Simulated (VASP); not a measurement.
A run of VASP 6.6.1:

The input INCAR:

```
SYSTEM = Bi2H
PREC = Accurate
ENCUT = 520
EDIFF = 1E-7
ISMEAR = 0
SIGMA = 0.05
LREAL = .False.
LASPH = .True.
NELM = 150
ALGO = Normal
ISIF = 2
LWAVE = .False.
LCHARG = .True.
ISPIN = 2
MAGMOM = 0 0 1
LORBIT = 11
LDIPOL = .True.
IDIPOL = 3
DIPOL = 0.5 0.5 0.288
GGA = PE
IVDW = 12
LELF = .True.
LVHAR = .True.
LVACPOTAV = .True.
NBANDS = 26
```

The input KPOINTS:

```
Automatic mesh
0
Gamma
  6 6 1
  0 0 0
```

Contents of POSCAR:

```
Bi2H
1.0
    4.2790193530      0.0000000000      0.0000000000
   -2.1395096765      3.7057394630      0.0000000000
    0.0000000000      0.0000000000     17.2471505494
Bi H
2 1
Direct
    0.3333333333      0.6666666667      0.3332231914
    0.6666666667      0.3333333333      0.2319223682
    1.0000000000      1.0000000000      0.2978869846
```

Potentials or basis: VASP PAW PBE potentials, release 64 (Bi_d, H).

Launch:

```console
$ cat potpaw_PBE.64/Bi_d/POTCAR potpaw_PBE.64/H/POTCAR > POTCAR
$ mpirun -np 1 vasp_std > vasp.out
```

Hardware: 1 thread of Intel(R) Xeon(R) 6975P-C (Granite Rapids), with other jobs on the host.

Q: How long does it take, and how much memory?

A: It took 110 s on 1 thread of Intel(R) Xeon(R) 6975P-C (Granite Rapids), with other jobs on the host, peak memory 0.47 GiB. Counts: scf iterations 33, k points 7.
